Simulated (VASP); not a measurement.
A run of VASP 6.6.1 is set up as follows.

File POSCAR:

```
HfCO4
1.0
   -3.2009273900      3.1191147600      2.7489118700
    3.3101406300     -3.1773523700      2.9334712600
    3.2242570300      3.2006820100     -2.8130990500
Hf C O
2 2 8
Direct
    0.8563620000      0.1121990000      0.7453550000
    0.1169500000      0.8694120000      0.2480590000
    0.3713870000      0.6283920000      0.7491030000
    0.6213250000      0.3722790000      0.2491250000
    0.2622350000      0.2094690000      0.0686060000
    0.1787530000      0.6237820000      0.9304090000
    0.6310460000      0.2066020000      0.4303760000
    0.1854180000      0.2491890000      0.5647440000
    0.7365430000      0.8132390000      0.9397010000
    0.7875880000      0.7341720000      0.4321660000
    0.3748810000      0.8030540000      0.5616630000
    0.7990950000      0.3484190000      0.0560840000
```

File INCAR.step1:

```
SYSTEM = HfCO4
ALGO = Normal
EDIFF = 1E-4
ENCUT = 520
GGA = PE
ISMEAR = -5
LASPH = .True.
LCHARG = .False.
LREAL = .False.
LWAVE = .True.
NBANDS = 50
NELM = 100
PREC = Accurate
SIGMA = 0.1
```

The input INCAR.step2:

```
SYSTEM = HfCO4
ALGO = Normal
EDIFF = 1E-6
ENCUT = 520
ISIF = 2
ISMEAR = -5
ISTART = 1
LASPH = .True.
LCHARG = .False.
LMIXTAU = .True.
LREAL = .False.
LWAVE = .False.
METAGGA = R2SCAN
NBANDS = 50
NELM = 100
PREC = Accurate
SIGMA = 0.1
```

The input KPOINTS:

```
k-points
0
Gamma
  4 4 4
  0 0 0
```

Potentials or basis: VASP PAW PBE potentials, release 64 (Hf_pv, C, O).

Run with:

```bash
$ cat potpaw_PBE.64/Hf_pv/POTCAR potpaw_PBE.64/C/POTCAR potpaw_PBE.64/O/POTCAR > POTCAR
$ cp INCAR.step1 INCAR
$ mpirun -np 1 vasp_std > vasp.out
$ cp INCAR.step2 INCAR
$ mpirun -np 1 vasp_std > vasp.out
```

Question: Estimate the pressure.

Answer: -16.5 GPa.

Question: Estimate the band gap on the k mesh.

Answer: 3.97 eV.

Question: What does it give for the largest force?

Answer: 7.060 eV/Å.

Stress tensor (GPa, compression positive):
```
-19.87   0.07  -4.01
  0.07  -4.15   3.41
 -4.01   3.41 -25.39
```

Caveat: the cell stands under tension; the PAW data sets were made with another functional, which shifts forces and pressure a little; spin-orbit coupling is left out, which moves the levels of the heavy elements. A k mesh can miss the band edges.
